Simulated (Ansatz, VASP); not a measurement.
# Pt: VASP beside Ansatz

```
CELL_PARAMETERS angstrom
0.00000 1.96090 1.96090
1.96090 0.00000 1.96090
1.96090 1.96090 0.00000
ATOMIC_POSITIONS crystal
Pt 0.00000 0.00000 0.00000
```

Alike in both runs: task single point; functional PBE; k mesh 6 × 6 × 6; occupations methfessel-paxton of order 1, width 0.025 eV; no spin polarisation.

|  | VASP | Ansatz |
| --- | --- | --- |
| version | VASP 6.6.1 | Ansatz 0.2.0 |
| potentials or method | VASP PAW PBE potentials, release 64 (Pt), cutoff 500 eV | plane waves, PAW |
| valence electrons in the cell | 10 | 18 |

VASP gave:

```
pressure (GPa) : 6.7
```

Problem. What did Ansatz give for the same quantities?

Solution. Pressure (GPa): 7.3.

VASP's potentials hold 10 valence electrons a cell and Ansatz's 18, so a difference there can come from the potentials and not from the codes.

The k mesh is coarse, so the values compare programs but aren't converged. Neither program's run includes spin-orbit coupling.
